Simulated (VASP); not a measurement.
The system is CdS.

```
Cd S
1.0
     0.00000    2.91650    2.91650
     2.91650    0.00000    2.91650
     2.91650    2.91650    0.00000
Cd S
1 1
Direct
  0.98600 0.00442 0.98722
  0.73667 0.75001 0.76061
```

This cell differs from its parent crystal: atoms moved at random.

| Property | Result |
| --- | --- |
| Program | VASP 6.6.1 |
| Task | relaxation of the atoms |
| Functional | BLYP |
| Potentials or basis | VASP PAW PBE potentials, release 64 (Cd, S) |
| Cutoff | 520 eV |
| k mesh | 6 × 6 × 6 |
| Occupations | gaussian, width 0.1 eV |
| Spin | no spin polarisation |

At the start: pressure 6.7 GPa; volume 24.81 Å³/atom.

Q: Where does the relaxation end?

A: Over 7 steps the energy falls by 10.9 meV/atom at a fixed cell; space group R3m (No. 160, to 0.1 Å) before, F-43m (No. 216, to 0.1 Å).

Step by step:
| step | energy change (eV) | largest force (eV/Å) | pressure (GPa) |
| --- | --- | --- | --- |
| 1 | 0.0000 | 0.4851 | 6.73 |
| 2 | -0.0166 | 0.2335 | 6.58 |
| 3 | -0.0213 | 0.0822 | 6.54 |
| 4 | -0.0218 | 0.0313 | 6.54 |
| 5 | -0.0218 | 0.0151 | 6.53 |
| 6 | -0.0218 | 0.0151 | 6.53 |
| 7 | -0.0219 | 0.0044 | 6.53 |

Final structure:
```yaml
crystal:
  lattice:
    - [0.00000, 2.91650, 2.91650]
    - [2.91650, 0.00000, 2.91650]
    - [2.91650, 2.91650, 0.00000]
  atoms:
    - { symbol: Cd, position: [0.98635, 0.00221, 0.99901] }
    - { symbol: S, position: [0.73632, 0.75222, 0.74882] }
```

Caveat: the cell differs from its parent crystal (atoms moved at random); the PAW data sets were made with another functional, which shifts forces and pressure a little.
